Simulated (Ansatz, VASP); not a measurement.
One calculation of Sn3Ru, two programs

Contents of INCAR:

```
SYSTEM = Sn3Ru
PREC     = Accurate       ! precision mode
ENCUT    = 520            ! plane-wave cutoff, eV
EDIFF    = 1E-6           ! SCF threshold, eV
ISMEAR   = 0              ! smearing method
SIGMA    = 0.1            ! smearing width, eV
LREAL    = .False.        ! projectors in reciprocal space
LASPH    = .True.         ! aspherical terms in the spheres
NELM     = 60             ! most SCF steps
ALGO     = Normal         ! electronic algorithm
ISIF     = 2              ! what is computed and relaxed
LWAVE    = .False.        ! write WAVECAR
LCHARG   = .False.        ! write CHGCAR
GGA      = PE             ! functional
NBANDS   = 36             ! bands
```

KPOINTS

```
Automatic mesh
0
Gamma
  4 4 4
  0 0 0
```

POSCAR

```
Sn3Ru
1.0
    4.4493962146      0.0000000000      0.0000000000
    0.0000000000      4.4493962146      0.0000000000
    0.0000000000      0.0000000000      4.4493962146
Sn Ru
3 1
Direct
    0.0000000000      0.5000000000      0.5000000000
    0.5000000000      0.0000000000      0.5000000000
    0.5000000000      0.5000000000      0.0000000000
    0.0000000000      0.0000000000      0.0000000000
```

Input for Ansatz:

```yaml
crystal:
  lattice:
    - [4.4493962146, 0.0, 0.0]
    - [0.0, 4.4493962146, 0.0]
    - [0.0, 0.0, 4.4493962146]
  atoms:
    - { symbol: Sn, position: [0.0, 0.5, 0.5] }
    - { symbol: Sn, position: [0.5, 0.0, 0.5] }
    - { symbol: Sn, position: [0.5, 0.5, 0.0] }
    - { symbol: Ru, position: [0.0, 0.0, 0.0] }
basis:
  ecutwfc: 420
kpoints:
  mp_grid: { grid: [4, 4, 4] }
hamiltonian:
  xc: pbe
scf:
  occupations: { method: gaussian, width: 0.1 }
  lower_state_search: "off"
output:
  forces: true
  stress: true
  eigenvalues: true
```

Alike in both runs: task single point; functional PBE; k mesh 4 × 4 × 4; occupations gaussian, width 0.1 eV; no spin polarisation.

```csv
,VASP,Ansatz
version,VASP 6.6.1,Ansatz 0.2.0
potentials or method,"VASP PAW PBE potentials, release 64 (Sn_d, Ru_pv), cutoff 520 eV","scalar-relativistic, plane waves, PAW"
valence electrons in the cell,56,58
```

|  | VASP | Ansatz | Ansatz less VASP |
| --- | --- | --- | --- |
| gap on the k mesh at the Fermi level (eV) | none | none | - |
| pressure (GPa) | -1.2 | -1.2 | +0.04 |

A gap of «none» marks a metal or a gap that the smearing closes. The functional is the same, so the differences come from potentials, cutoffs and numerics. VASP's potentials hold 56 valence electrons a cell and Ansatz's 58, so a difference there can come from the potentials and not from the codes.
